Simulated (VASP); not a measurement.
Here is a VASP 6.6.1 calculation.

File INCAR:

```
ALGO     = Normal         # electronic algorithm
EDIFF    = 1E-6           # SCF threshold, eV
ENCUT    = 520            # plane-wave cutoff, eV
GGA      = CA             # functional
ISIF     = 2              # what is computed and relaxed
ISMEAR   = 0              # smearing method
LASPH    = T              # aspherical terms in the spheres
LCHARG   = F              # write CHGCAR
LREAL    = F              # projectors in reciprocal space
LWAVE    = F              # write WAVECAR
NBANDS   = 44             # bands
NELM     = 100            # most SCF steps
PREC     = Accurate       # precision mode
SIGMA    = 0.02           # smearing width, eV
```

KPOINTS

```
k-points
0
Gamma
  6 6 6
```

POSCAR

```
SiO2
1.0
    0.0000000000      4.6987278129      7.3418644157
    2.3472040881      0.0000000000      7.3418644157
    2.3472040881      4.6987278129      0.0000000000
Si O
4 8
Direct
    0.5630813686      0.5630813686      0.9369186314
    0.3130813686      0.3130813686      0.6869186314
    0.6869186314      0.6869186314      0.3130813686
    0.9369186314      0.9369186314      0.5630813686
    0.6250000000      0.1250000000      0.6250000000
    0.6250000000      0.6250000000      0.1250000000
    0.6250000000      0.6250000000      0.6250000000
    0.1250000000      0.6250000000      0.6250000000
    0.1856430180      0.8143569820      0.1856430180
    0.8143569820      0.1856430180      0.8143569820
    0.4356430180      0.0643569820      0.4356430180
    0.0643569820      0.4356430180      0.0643569820
```

Potentials or basis: VASP PAW LDA potentials, release 64 (Si, O).

Command:

```bash
$ cat potpaw_LDA.64/Si/POTCAR potpaw_LDA.64/O/POTCAR > POTCAR
$ mpirun -np 1 vasp_std > vasp.out
```

**Question.** Estimate the pressure.

**Answer.** 0.6 GPa.

**Question.** Predict the band gap on the k mesh.

**Answer.** 5.60 eV.

**Question.** What does it give for the largest force?

**Answer.** 0.037 eV/Å.

Stress tensor (GPa, compression positive):
```
0.71 0.00 0.00
0.00 0.45 0.00
0.00 0.00 0.64
```

A k mesh can miss the band edges.
